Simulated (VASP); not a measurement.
# C (P-1) in VASP: further runs, part 2 of 2

VASP 6.6.1. The steps go on from the part before.

## Step 4: Single point, PBEsol (the part above a cut slid along it)

Input file INCAR:

```
SYSTEM = C
ALGO = Normal
EDIFF = 1E-6
ENCUT = 520
GGA = PS
ISIF = 2
ISMEAR = 0
LASPH = .True.
LCHARG = .False.
LREAL = .False.
LWAVE = .False.
NBANDS = 31
NELM = 80
PREC = Accurate
SIGMA = 0.05
```

Input file KPOINTS:

```
k-points
0
Gamma
  11 7 3
  0 0 0
```

Input file POSCAR:

```
C
1.0
   -2.1294220588     -1.2294315772      0.0088643343
    1.3950280734      0.0000000000     -3.6324024213
    6.1557614975     -8.6060210402      0.5788074005
C
10
Direct
    0.8333137556      0.1110711176      0.0666694635
    0.4333137556      0.1444044509      0.2666694635
    0.0333137556      0.1777377842      0.4666694635
    0.6333137556      0.2110711176      0.6666694635
    0.2333137556      0.2444044509      0.8666694635
    0.7666862444     -0.7444044509      0.9333305365
    0.3666862444      0.1222622158      0.1333305365
    0.9666862444      0.1555955491      0.3333305365
    0.5666862444      0.1889288825      0.5333305365
    0.1666862444      0.2222622158      0.7333305365
```

Potentials or basis: VASP PAW PBE potentials, release 64 (C).

Command:

```bash
$ cat potpaw_PBE.64/C/POTCAR > POTCAR
$ mpirun -np 1 vasp_std > vasp.out
```

OUTCAR:

```text
SYSTEM = C
   EDIFF = 1E-6
   ENCUT = 520
   GGA = PS
   ISIF = 2
   ISMEAR = 0
   LASPH = .True.
   LREAL = .False.
   NELM = 80
   PREC = Accurate

 ion  position               nearest neighbor table
   1  0.833  0.111  0.067-   7 1.42   7 1.42   6 1.45
   2  0.433  0.144  0.267-   8 1.42   8 1.42   7 1.42
   3  0.033  0.178  0.467-   9 1.42   9 1.42   8 1.42
   4  0.633  0.211  0.667-  10 1.42  10 1.42   9 1.42
   5  0.233  0.244  0.867-   6 1.42   6 1.42  10 1.42
   6  0.767  0.256  0.933-   5 1.42   5 1.42   1 1.45
   7  0.367  0.122  0.133-   1 1.42   1 1.42   2 1.42
   8  0.967  0.156  0.333-   2 1.42   2 1.42   3 1.42
   9  0.567  0.189  0.533-   3 1.42   3 1.42   4 1.42
  10  0.167  0.222  0.733-   4 1.42   4 1.42   5 1.42

  LATTYP: Found a triclinic cell.
 ALAT       =     2.4588653652
 B/A-ratio  =     2.1207350769
 C/A-ratio  =     4.3287907076
 COS(alpha) =     0.0007432469
 COS(beta)  =     0.1346269299
 COS(gamma) =     0.7057259565

  Lattice vectors:

 A1 = (   2.1294220588,   1.2294315772,  -0.0088643343)
 A2 = (   3.5244501322,   1.2294315772,  -3.6412667556)
 A3 = (  -4.0263394387,   9.8354526174,  -0.5876717348)

Analysis of symmetry for initial positions (statically):
=====================================================================
 Subroutine PRICEL returns:
 Original cell was already a primitive cell.

 Routine SETGRP: Setting up the symmetry group for a
 triclinic supercell.

 Subroutine GETGRP returns: Found  2 space group operations
 (whereof  1 operations were pure point group operations)
 out of a pool of  2 trial point group operations.

The static configuration has the point symmetry C_1 .
 The point group associated with its full space group is S_2 .

Analysis of symmetry for dynamics (positions and initial velocities):
=====================================================================
 Subroutine PRICEL returns:
 Original cell was already a primitive cell.

 Routine SETGRP: Setting up the symmetry group for a
 triclinic supercell.

 Subroutine GETGRP returns: Found  2 space group operations
 (whereof  1 operations were pure point group operations)
 out of a pool of  2 trial point group operations.

The dynamic configuration has the point symmetry C_1 .
 The point group associated with its full space group is S_2 .

 Subroutine INISYM returns: Found  2 space group operations
 (whereof  1 operations are pure point group operations),
 and found     1 'primitive' translations

----------------------------------------------------------------------------------------

                                     Primitive cell

  volume of cell :      94.9435

  direct lattice vectors                    reciprocal lattice vectors
    -2.129422059 -1.229431577  0.008864334    -0.329254079 -0.244015206 -0.126450385
     1.395028073  0.000000000 -3.632402421     0.006691532 -0.013556400 -0.272730003
     6.155761498 -8.606021040  0.578807401     0.047036297 -0.081338402  0.018064341

  length of vectors
     2.458865365  3.891073204 10.596792711     0.428883864  0.273148691  0.095680036

[... 56 lines left out ...]
  0.272727 -0.000000 -0.000000      2.000000
  0.363636 -0.000000 -0.000000      2.000000
  0.454545 -0.000000 -0.000000      2.000000
[... 16 lines left out ...]
  0.454545  0.285714  0.000000      2.000000
 -0.454545  0.285714  0.000000      2.000000
 [... further k-points ...]
   k-points           NKPTS =    116   k-points in BZ     NKDIM =    116   number of bands    NBANDS=     31
   number of dos      NEDOS =    301   number of ions     NIONS =     10
   total plane-waves  NPLWV =  43200
   dimension x,y,z NGX =    18 NGY =   30 NGZ =   80
   dimension x,y,z NGXF=    36 NGYF=   60 NGZF=  160
   ions per type =              10
   NGX,Y,Z   is equivalent  to a cutoff of  12.17, 12.82, 12.55 a.u.
   NGXF,Y,Z  is equivalent  to a cutoff of  24.34, 25.63, 25.10 a.u.
 SYSTEM =  C
   PREC   = accura    normal or accurate (medium, high low for compatibility)
   ISTART =      0    job   : 0-new  1-cont  2-samecut
   ICHARG =      2    charge: 1-file 2-atom 10-const
   ISPIN  =      1    spin polarized calculation?
   LNONCOLLINEAR =      F non collinear calculations
   LSORBIT =      F    spin-orbit coupling
   LASPH  =      T    aspherical Exc in radial PAW
   ENCUT  =  520.0 eV  38.22 Ry    6.18 a.u.   4.57  7.23 19.70*2*pi/ulx,y,z
   NELM   =     80;   NELMIN=  2; NELMDL= -5     # of ELM steps
   EDIFF  = 0.1E-05   stopping-criterion for ELM
   LREAL  =      F    real-space projection
   EDIFFG = 0.1E-04   stopping-criterion for IOM
   NSW    =      0    number of steps for IOM
   IBRION =     -1    ionic relax: 0-MD 1-quasi-New 2-CG
   NFREE  =      0    steps in history (QN), initial steepest desc. (CG)
   ISIF   =      2    stress and relaxation
   ISYM   =      2    0-nonsym 1-usesym 2-fastsym
   POTIM  = 0.5000    time-step for ionic-motion
   TEBEG  =    0.0;   TEEND  =   0.0 temperature during run
   PSTRESS=    0.0 pullay stress
   NELECT =      40.0000    total number of electrons
   NUPDOWN=      -1.0000    fix difference up-down
   EMIN   =  10.00;   EMAX   =-10.00  energy-range for DOS
   EFERMI =   0.00;   METHOD = LEGACY
   ISMEAR =     0;   SIGMA  =   0.05  broadening in eV -4-tet -1-fermi 0-gaus
   EFERMI_NEDOS =   21; number of points for ismear=-14 and -15
   IALGO  =     38    algorithm
   IMIX   =      4    mixing-type and parameters
     AMIX     =   0.40;   BMIX     =  1.00
     AMIX_MAG =   1.60;   BMIX_MAG =  1.00
  volume/ion in A,a.u.               =       9.49        64.07
  Fermi-wavevector in a.u.,A,eV,Ry     =   1.227269  2.319202 20.492948  1.506189
  Thomas-Fermi vector in A             =   2.362239
   LORBIT       =      0    0 simple, 1 ext, 2 COOP (PROOUT), +10 PAW based schemes
   GGA     = PS    functional components
   LHFCALC =     F    Hartree Fock is set to
   AEXX    =    0.0000 exact exchange contribution
   IVDW    =     0    specifies the selected vdW correction
   LEPSILON=     F    determine dielectric tensor
   LRPA    =     F    only Hartree local field effects (RPA)
 non-spin polarized calculation
 Gauss-broadening in eV      SIGMA  =   0.05
  energy-cutoff  :      520.00
  volume of cell :       94.94
 maximum number of plane-waves:      2585
   NGX =  9   NGY = 15   NGZ = 39

 number of electron      40.0000003 magnetization

 Free energy of the ion-electron system (eV)
  ---------------------------------------------------
  ext. energy  EPLUGINS =         0.00000000
  ---------------------------------------------------
  free energy    TOTEN  =       -95.61278014 eV

  energy without entropy =      -95.61278014  energy(sigma->0) =      -95.61278014

 E-fermi :   3.9748     XC(G=0): -10.0165

 val. band max:        3.7750618734   @ k =   0.3636   0.2857   0.3333
 cond. band min:       4.1713333946   @ k =   0.3636   0.2857   0.3333
 fundamental gap:      0.3962715213
 Fermi energy:         3.9747714984

 k-point     1 :       0.0000    0.0000    0.0000
  band No.  band energies     occupation
      1     -15.6431      2.00000
      2     -14.6856      2.00000
      3     -14.6598      2.00000
      4     -11.8614      2.00000
      5     -11.8451      2.00000
      6      -7.3391      2.00000
[... 805 lines left out ...]
     30      12.9444      0.00000
     31      14.0201      0.00000

 [... further k-points ...]

------------------------ aborting loop because EDIFF is reached ----------------------------------------

  FORCE on cell =-STRESS in cart. coord.  units (eV):
  Direction    XX          YY          ZZ          XY          YZ          ZX
  --------------------------------------------------------------------------------------
  -------------------------------------------------------------------------------------
  Total        4.7169956     -1.3084491     -1.1650695     -2.2352754      0.2540568      1.3423886
  in kB       79.5995944    -22.0801601    -19.6606211    -37.7204121      4.2872250     22.6528910
  external PRESSURE =      12.6196044 kB  Pullay stress =       0.0000000 kB

 VOLUME and BASIS-vectors are now :
 -----------------------------------------------------------------------------
  energy-cutoff  :      520.00
  volume of cell :       94.94
      direct lattice vectors                 reciprocal lattice vectors
    -2.129422059 -1.229431577  0.008864334    -0.329254079 -0.244015206 -0.126450385
     1.395028073  0.000000000 -3.632402421     0.006691532 -0.013556400 -0.272730003
     6.155761498 -8.606021040  0.578807401     0.047036297 -0.081338402  0.018064341

 POSITION                                       TOTAL-FORCE (eV/Angst)
 -----------------------------------------------------------------------------------
     -1.20913     -1.59826     -0.35748         1.875417      0.829224     -3.124716
      0.92029     -2.82769     -0.36634         0.178890      0.166653      0.525918
      3.04972     -4.05712     -0.37521        -0.013448      0.067373     -0.062497
      3.04972     -6.51599     -0.37521        -0.025688      0.078851      0.037909
      5.17914     -7.74542     -0.38407        -0.159031      0.520997     -0.848876
      4.46932     -8.97485     -0.38141        -1.875417     -0.829224      3.124716
      0.21048     -1.59826     -0.36368         0.159031     -0.520997      0.848876
      0.21048     -4.05712     -0.36368         0.025688     -0.078851     -0.037909
      2.33990     -5.28656     -0.37255         0.013448     -0.067373      0.062497
      4.46932     -6.51599     -0.38141        -0.178890     -0.166653     -0.525918
 -----------------------------------------------------------------------------------
    total drift:                                0.000000      0.000000     -0.000001

  FREE ENERGIE OF THE ION-ELECTRON SYSTEM (eV)
  ---------------------------------------------------
  free  energy   TOTEN  =       -95.6127801360 eV

  energy  without entropy=      -95.6127801359  energy(sigma->0) =      -95.61278014
```

It took 3.9 min on 1 thread of Oxide Virtual Turin-like, shared host; peak memory 0.3 GiB.

What came out:

- Free energy: -95.6128 eV
- Pressure: 1.3 GPa
- Largest force: 3.737 eV/Å

Forces on the atoms (eV/Å):
```
C    1.875  0.829 -3.125
C    0.179  0.167  0.526
C   -0.013  0.067 -0.062
C   -0.026  0.079  0.038
C   -0.159  0.521 -0.849
C   -1.875 -0.829  3.125
C    0.159 -0.521  0.849
C    0.026 -0.079 -0.038
C    0.013 -0.067  0.062
C   -0.179 -0.167 -0.526
```

Caveat: the cell differs from its parent crystal (the part above a cut slid along it); the stress differs along the axes, from -2 to 8 GPa; this functional lacks dispersion, which binds layers or chains, so the pressure and a relaxed spacing across them are unreliable; the PAW data sets were made with another functional, which shifts forces and pressure a little.

## Step 5: Summary

| cell | pressure (GPa) | largest force (eV/Å) |
| --- | --- | --- |
| a = 2.459, b = 3.891, c = 10.565 Å, angles 83.7, 86.7, 108.3°, 10 atoms | 1.3 | 6.57 |
| a = 2.459, b = 3.891, c = 10.506 Å, angles 95.1, 91.2, 108.3°, 10 atoms | -3.8 | 4.97 |
| a = 2.459, b = 3.891, c = 10.597 Å, angles 81.0, 95.6, 108.3°, 10 atoms | 1.3 | 3.74 |

Alike in all rows: task single point; level PBEsol; potentials or basis VASP PAW PBE potentials, release 64 (C); no spin polarisation; k mesh 11 × 7 × 3; cutoff (eV) 520; smearing gaussian 0.05 eV.

Caveats: this functional lacks dispersion, which binds layers or chains, so the pressure and a relaxed spacing across them are unreliable; the PAW data sets were made with another functional, which shifts forces and pressure a little; the stress differs along the axes, from -15 to 21 GPa (at least some runs); the stress differs along the axes, from -7 to -2 GPa (at least some runs); the stress differs along the axes, from -2 to 8 GPa (at least some runs).

Total energies depend on the potentials used, so only differences within one code and one set of settings carry meaning.
